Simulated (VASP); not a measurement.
Wanted: the native input for a VASP 6.6.1 run.

```yaml
Task: single point
Functional: LDA
Potentials_or_basis: VASP PAW LDA potentials, release 64 (Al, N)
Cutoff: 520 eV
k_mesh: 10 × 10 × 10
Occupations: gaussian, width 0.02 eV
Spin: no spin polarisation
Dipole_correction: no
Further_INCAR_settings: ALGO = Normal; EDIFF = 1e-06; NBANDS = 11
```

The structure of AlN (ke600) lies in POSCAR:

```
AlN
1.0
    0.0000000000      2.1710713685      2.1710713685
    2.1710713685      0.0000000000      2.1710713685
    2.1710713685      2.1710713685      0.0000000000
Al N
1 1
Direct
    0.0000000000      0.0000000000      0.0000000000
    0.2500000000      0.2500000000      0.2500000000
```

One way to write it, as run:

INCAR

```
ALGO = Normal ; EDIFF = 1E-6
ENCUT = 520 ; ISIF = 2
ISMEAR = 0 ; LASPH = T
LCHARG = F ; LREAL = F
LWAVE = F ; NBANDS = 11
NELM = 80 ; PREC = Accurate
SIGMA = 0.02
```

KPOINTS

```
k-points
0
Gamma
  10 10 10
```

Potentials or basis: VASP PAW LDA potentials, release 64 (Al, N).

The run is started by

```console
$ cat potpaw_LDA.64/Al/POTCAR potpaw_LDA.64/N/POTCAR > POTCAR
$ mpirun -np 1 vasp_std > vasp.out
```

It gave:

- Pressure: 0.7 GPa
- Band gap on the k mesh: 3.23 eV, indirect (least direct gap 4.39 eV)

Run time: 11 s on 1 thread of Intel Xeon 8259CL (shared host), peak memory 0.13 GiB.
